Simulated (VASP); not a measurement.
SnSe2, 3 atoms in the cell. It takes space group P-3m1 (No. 164, trigonal). Conventional cell: a = 3.978 Å, b = 3.978 Å, c = 6.476 Å, α = 90.00°, β = 90.00°, γ = 120.00°. Sn (site symmetry -3m) has 6 Se at 2.76 Å within 3.6 Å. Within 3.6 Å of Se (site symmetry 3m) lie 3 Sn at 2.76 Å.  This cell differs from its parent crystal: strain +4.0%.

```yaml
Program: VASP 6.6.1
Task: single point
Functional: PBE
Potentials_or_basis: VASP PAW PBE potentials, release 64 (Sn_d, Se)
Cutoff: 520 eV
k_mesh: 12 × 12 × 4
Occupations: fermi-dirac, width 0.02 eV
Spin: no spin polarisation
Dipole_correction: no
Further_INCAR_settings: ALGO = Normal; EDIFF = 1e-07; NBANDS = 20
```

Potentials or basis: VASP PAW PBE potentials, release 64 (Sn_d, Se).

The run is started by

```sh
$ cat potpaw_PBE.64/Sn_d/POTCAR potpaw_PBE.64/Se/POTCAR > POTCAR
$ mpirun -np 1 vasp_std > vasp.out
```

Hardware: 1 thread of AMD EPYC 9R45 (Zen 5), with other jobs on the host.

How long does it take, and how much memory?

It took 90 s on 1 thread of AMD EPYC 9R45 (Zen 5), with other jobs on the host, peak memory 0.23 GiB. Counts: scf iterations 15, k points 69.
